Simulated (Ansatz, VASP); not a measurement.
# One calculation of ZrO2, two programs

```
Zr O
1.0
     0.00000    2.54507    2.54507
     2.54507    0.00000    2.54507
     2.54507    2.54507    0.00000
Zr O
1 2
Direct
  0.00000 0.00000 0.00000
  0.25000 0.25000 0.25000
  0.75000 0.75000 0.75000
```

Alike in both runs: task relaxation of cell and atoms; functional PBEsol; k mesh 8 × 8 × 8; occupations gaussian, width 0.02 eV; no spin polarisation.

|  | VASP | Ansatz |
| --- | --- | --- |
| version | VASP 6.6.1 | Ansatz 0.2.0 |
| potentials or method | VASP PAW PBE potentials, release 64 (Zr_sv, O), cutoff 600 eV | scalar-relativistic, plane waves, PAW |
| valence electrons in the cell | 24 | 24 |

|  | VASP | Ansatz | Ansatz less VASP |
| --- | --- | --- | --- |
| gap on the k mesh at the Fermi level, each at its own relaxed structure (eV) | 3.32 | 3.33 | +0.011 |
| relaxed volume (Å³/atom) | 10.83 | 10.82 | -0.010 |
| relaxed cell length with the largest relative difference (Å) | 3.582 | 3.581 | -0.0011 |

VASP's potentials were made for PBE, not for PBEsol, and Ansatz warns of the same on its side.
